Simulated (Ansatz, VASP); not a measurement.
TiRe: VASP beside Ansatz

```
CELL_PARAMETERS angstrom
3.11800 0.00000 0.00000
0.00000 3.11800 0.00000
0.00000 0.00000 3.11800
ATOMIC_POSITIONS crystal
Ti 0.48500 0.48500 0.48500
Re 0.01500 0.01500 0.01500
```

Change from the starting cell: shortest bond scaled by 0.94, LAPW.

Alike in both runs: task single point; functional PBEsol; k mesh 10 × 10 × 10; occupations fermi-dirac, width 0.05 eV; no spin polarisation.

|  | VASP | Ansatz |
| --- | --- | --- |
| version | VASP 6.6.1 | Ansatz 0.2.0 |
| potentials or method | VASP PAW PBE potentials, release 64 (Ti_sv, Re), cutoff 520 eV | all-electron LAPW, scalar-relativistic |

|  | VASP | Ansatz | Ansatz less VASP |
| --- | --- | --- | --- |
| pressure (GPa) | -5.8 | -5.7 | +0.10 |
| traceless stress, the component that is largest in VASP (GPa) | 0.11 | 0.10 | -0.019 |
| rms of the force components (eV/Å) | 0.909 | 0.911 | +0.0024 |

VASP's potentials were made for PBE, not for PBEsol. Atom by atom the forces differ by 0.002 eV/Å (rms over components). Ansatz ran all-electron here, and VASP with PAW potentials.

Spin-orbit coupling is off throughout.
